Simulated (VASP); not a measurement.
# Sc: single point with LDA

Crystal: Sc.

```
CELL_PARAMETERS angstrom
3.23747 0.00000 0.00000
-1.61873 2.80373 0.00000
0.00000 0.00000 4.96514
ATOMIC_POSITIONS crystal
Sc 0.33333 0.66667 0.25000
Sc 0.66667 0.33333 0.75000
```

```yaml
Program: VASP 6.6.1
Task: single point
Functional: LDA
Potentials_or_basis: VASP PAW LDA potentials, release 64 (Sc_sv)
Cutoff: 520 eV
k_mesh: 6 × 6 × 4
Occupations: gaussian, width 0.1 eV
Spin: no spin polarisation
Dipole_correction: no
Further_INCAR_settings: ALGO = Normal; EDIFF = 1e-06; NBANDS = 18
```

```yaml
Pressure: 0.1 GPa
Band_gap_on_the_k_mesh: zero (band 11 reaches 5.06 eV, above the bottom of band 12 at 3.36 eV)
```

Levels at points of the mesh, in eV from the Fermi level:
```
           k point  band 9  band 10  band 11  band 12  band 13  band 14
(0.00, 0.00, 0.00)   -5.25    -1.78     1.04     1.59     1.59     2.00
(0.50, 0.00, 0.00)   -1.69    -1.21    -0.81    -0.30     1.27     1.44
(0.00, 0.00, 0.50)   -3.56    -3.56     1.05     1.05     1.47     1.47
(0.50, 0.00, 0.50)   -1.63    -1.63     0.07     0.07     1.48     1.48
```

It took 9.8 s on 1 thread of AMD EPYC 7R43 64-Core Processor (Zen 3), on a shared host, peak memory 0.11 GiB.

Caveat: the k points lie up to 0.37 Å⁻¹ apart.
